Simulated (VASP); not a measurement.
SnO2: single point with r2SCAN+D3(BJ)

The system is SnO2.

```
CELL_PARAMETERS angstrom
3.30426 0.00000 0.00000
-1.65213 2.86158 0.00000
0.00000 0.00000 11.03669
ATOMIC_POSITIONS crystal
Sn 0.00000 0.00000 0.50000
Sn 0.00000 0.00000 0.00000
O 0.66667 0.33333 0.40586
O 0.66667 0.33333 0.09414
O 0.33333 0.66667 0.59414
O 0.33333 0.66667 0.90586
```

```json
{
  "Program": "VASP 6.6.1",
  "Task": "single point",
  "Functional": "r2SCAN",
  "Dispersion": "D3(BJ)",
  "Potentials or basis": "VASP PAW PBE potentials, release 64 (Sn_d, O)",
  "Cutoff": "520 eV",
  "k mesh": "12 × 12 × 2",
  "Occupations": "gaussian, width 0.01 eV",
  "Spin": "no spin polarisation"
}
```

The pressure is -13.1 GPa. The largest force is 1.194 eV/Å and the band gap on the k mesh is 2.18 eV, indirect (least direct gap 2.48 eV). The dispersion energy per atom is -0.070 eV.

Forces in eV/Å, atoms in the order of the input:
```
Sn   0.000  0.000  0.000
Sn   0.000  0.000  0.000
O    0.000  0.000  1.194
O    0.000  0.000 -1.194
O    0.000  0.000 -1.194
O    0.000  0.000  1.194
```

Stress tensor (GPa, compression positive):
```
-15.36   0.00   0.00
  0.00 -15.36   0.00
  0.00   0.00  -8.43
```

Levels at points of the mesh, in eV from the valence-band top:
| k point | band 23 | band 24 | band 25 | band 26 | band 27 | band 28 | band 29 | band 30 |
| --- | --- | --- | --- | --- | --- | --- | --- | --- |
| (0.00, 0.00, 0.00) | -0.86 | -0.86 | -0.84 | -0.30 | 2.18 | 2.82 | 5.71 | 6.11 |
| (0.50, 0.00, 0.00) | -0.54 | -0.51 | -0.41 | -0.09 | 5.14 | 5.25 | 7.31 | 7.86 |
| (0.00, 0.00, 0.50) | -0.87 | -0.87 | -0.58 | -0.58 | 2.51 | 2.51 | 5.91 | 5.91 |
| (0.50, 0.00, 0.50) | -0.53 | -0.53 | -0.24 | -0.24 | 5.19 | 5.19 | 7.57 | 7.57 |

Run time: 10 min on 1 thread of Intel(R) Xeon(R) Platinum 8259CL CPU @ 2.50GHz (Skylake/Cascade Lake), on a shared host, peak memory 0.33 GiB.

Caveat: the PAW data sets were made with another functional, which shifts forces and pressure a little; spin-orbit coupling is left out, which moves the levels of the heavy elements. A k mesh can miss the band edges.
